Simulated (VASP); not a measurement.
Input of a VASP 6.6.1 run:

File INCAR:

```
SYSTEM = La2O3
  PREC = Accurate
  ENCUT = 600
  EDIFF = 1E-6
  ISMEAR = 0
  SIGMA = 0.01
  LREAL = .False.
  LASPH = .True.
  NELM = 60
  ALGO = Normal
  ISIF = 3
  LWAVE = .False.
  LCHARG = .False.
  IBRION = 2
  NSW = 100
  EDIFFG = -0.003
```

Contents of KPOINTS:

```
regular mesh
0
Gamma
  6 6 4
  0 0 0
```

Contents of POSCAR:

```
La2O3
1.0
    3.9380000000      0.0000000000      0.0000000000
   -1.9690000000      3.4104080401      0.0000000000
    0.0000000000      0.0000000000      6.1360000000
La O
2 3
Direct
    0.3333333333      0.6666666667      0.2454000000
    0.6666666667      0.3333333333      0.7546000000
    0.3333333333      0.6666666667      0.6471000000
    0.6666666667      0.3333333333      0.3529000000
    0.0000000000      0.0000000000      0.0000000000
```

Potentials or basis: VASP PAW LDA potentials, release 64 (La, O).

The run is started by

```sh
$ cat potpaw_LDA.64/La/POTCAR potpaw_LDA.64/O/POTCAR > POTCAR
$ mpirun -np 1 vasp_std > vasp.out
```

Question: Predict the band gap on the k mesh.

Answer: 3.73 eV, indirect (least direct gap 3.80 eV).

Question: What does it give for the space group after relaxing (to 0.05 Å)?

Answer: P-3m1 (No. 164).

Question: What does it give for the relaxed volume?

Answer: 15.51 Å³/atom.

The path:
```tsv
step	energy change (eV)	largest force (eV/Å)	pressure (GPa)	volume (Å³)
1	0.0000	0.2852	-7.48	82.41
2	0.0456	0.9681	10.61	73.56
3	-0.1062	0.2349	-0.25	78.21
4	-0.1062	0.2465	-0.09	78.12
5	-0.1130	0.0442	0.03	77.78
6	-0.1138	0.0571	0.09	77.61
7	-0.1147	0.0410	-0.08	77.66
8	-0.1148	0.0426	-0.14	77.69
9	-0.1150	0.0337	0.12	77.54
10	-0.1150	0.0384	0.16	77.51
11	-0.1151	0.0248	0.12	77.52
12	-0.1152	0.0022	0.04	77.52
13	-0.1152	0.0025	0.00	77.55
```

Caveat: spin-orbit coupling is left out, which moves the levels of the heavy elements. A k mesh can miss the band edges.
